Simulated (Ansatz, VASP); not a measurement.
**Ti in VASP and in Ansatz**

INCAR

```
SYSTEM = Ti
PREC = Accurate ; ENCUT = 520
EDIFF = 1E-6 ; ISMEAR = 0
SIGMA = 0.15 ; LREAL = .FALSE.
LASPH = .TRUE. ; NELM = 60
ALGO = Normal ; ISIF = 2
LWAVE = .FALSE. ; LCHARG = .TRUE.
GGA = PS ; LELF = .TRUE.
LVHAR = .TRUE. ; NBANDS = 12
```

The input KPOINTS:

```
regular mesh
0
G
  20 20 20
  0 0 0
```

POSCAR

```
Ti
1.0
   -1.6049504194      1.6049504194      1.3642078565
    1.6049504194     -1.6049504194      1.3642078565
    1.6049504194      1.6049504194     -1.3642078565
Ti
1
Direct
    0.0000000000      0.0000000000      0.0000000000
```

Input for Ansatz:

```yaml
crystal:
  lattice:
    - [-1.6049504194, 1.6049504194, 1.3642078565]
    - [1.6049504194, -1.6049504194, 1.3642078565]
    - [1.6049504194, 1.6049504194, -1.3642078565]
  atoms:
    - { symbol: Ti, position: [0.0, 0.0, 0.0] }
basis:
  ecutwfc: 520.0
kpoints:
  mp_grid: { grid: [20, 20, 20] }
hamiltonian:
  xc: pbesol
  pseudopotentials: { kind: paw, azcp: { folder: soft_1 } }
scf:
  occupations: { method: gaussian, width: 0.15 }
output:
  forces: true
  stress: true
  eigenvalues: true
```

Change from the starting cell: engineering shear strain xy +0.0000, normal strain along z -0.1500.

Alike in both runs: task single point; functional PBEsol; k mesh 20 × 20 × 20; occupations gaussian, width 0.15 eV; no spin polarisation.

|  | VASP | Ansatz |
| --- | --- | --- |
| version | VASP 6.6.1 | Ansatz 0.2.0 |
| potentials or method | VASP PAW PBE potentials, release 64 (Ti_sv), cutoff 520 eV | scalar-relativistic, plane waves, PAW |
| valence electrons in the cell | 12 | 12 |

Ansatz gave:

| Quantity | Value |
| --- | --- |
| gap on the k mesh at the Fermi level (eV) | none |
| pressure (GPa) | 23.7 |
| traceless stress, the component that is largest in VASP (GPa) | 0.07 |

Q: Estimate VASP's values.

A: gap on the k mesh at the Fermi level (eV): none; pressure (GPa): 23.2; traceless stress, the component that is largest in VASP (GPa): -0.01.

VASP's potentials were made for PBE, not for PBEsol, and Ansatz warns of the same on its side. A gap of «none» marks a metal or a gap that the smearing closes.
